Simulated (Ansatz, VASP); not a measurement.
**HfN in VASP and in Ansatz**

Contents of INCAR:

```
SYSTEM = HfN
  PREC = Accurate
  ENCUT = 520
  EDIFF = 1E-6
  ISMEAR = -1
  SIGMA = 0.05
  LREAL = .False.
  LASPH = .True.
  NELM = 60
  ALGO = Normal
  ISIF = 2
  LWAVE = .False.
  LCHARG = .True.
  LELF = .True.
  LVHAR = .True.
  NBANDS = 23
```

File KPOINTS:

```
regular mesh
0
Gamma
  8 8 4
  0 0 0
```

The input POSCAR:

```
HfN
1.0
    3.1339080000      0.0000000000      0.0000000000
   -1.5669540000      2.7140439411      0.0000000000
    0.0000000000      0.0000000000      5.4167680000
Hf N
2 2
Direct
    0.6666670000      0.3333330000      0.7500000000
    0.3333330000      0.6666670000      0.2500000000
    0.0000000000      0.0000000000      0.0000000000
    0.0000000000      0.0000000000      0.5000000000
```

Input for Ansatz:

```yaml
crystal:
  lattice:
    - [3.133908, 0.0, 0.0]
    - [-1.5669539999999993, 2.7140439411232826, 0.0]
    - [0.0, 0.0, 5.416768]
  atoms:
    - { symbol: Hf, position: [0.6666670000000001, 0.333333, 0.75] }
    - { symbol: Hf, position: [0.33333300000000005, 0.6666670000000001, 0.25] }
    - { symbol: "N", position: [0.0, 0.0, 0.0] }
    - { symbol: "N", position: [0.0, 0.0, 0.5] }
kpoints:
  mp_grid:
    grid: [8, 8, 4]
hamiltonian:
  xc: lda
  pseudopotentials:
    kind: paw
scf:
  occupations:
    method: fermi_dirac
    width: 0.05
output:
  forces: true
  stress: true
  eigenvalues: true
```

Alike in both runs: task single point; functional LDA; k mesh 8 × 8 × 4; occupations fermi-dirac, width 0.05 eV; no spin polarisation.

```csv
,VASP,Ansatz
version,VASP 6.6.1,Ansatz 0.2.0
potentials or method,"VASP PAW LDA potentials, release 64 (Hf_pv, N)","plane waves, PAW"
plane-wave cutoff (eV),520,420
valence electrons in the cell,30,62
```

|  | VASP | Ansatz | Ansatz less VASP |
| --- | --- | --- | --- |
| gap on the k mesh at the Fermi level (eV) | none | none | - |
| pressure (GPa) | -9.8 | -8.6 | +1.15 |
| traceless stress, the component that is largest in VASP (GPa) | -0.09 | -0.06 | +0.032 |

LDA's correlation is that of Perdew and Zunger in VASP and of Perdew and Wang (1992) in Ansatz. A gap of «none» marks a metal or a gap that the smearing closes. VASP's potentials hold 30 valence electrons a cell and Ansatz's 62, so a difference there can come from the potentials and not from the codes. Ansatz's warnings: structure snapped to symmetry.

Neither program's run includes spin-orbit coupling.
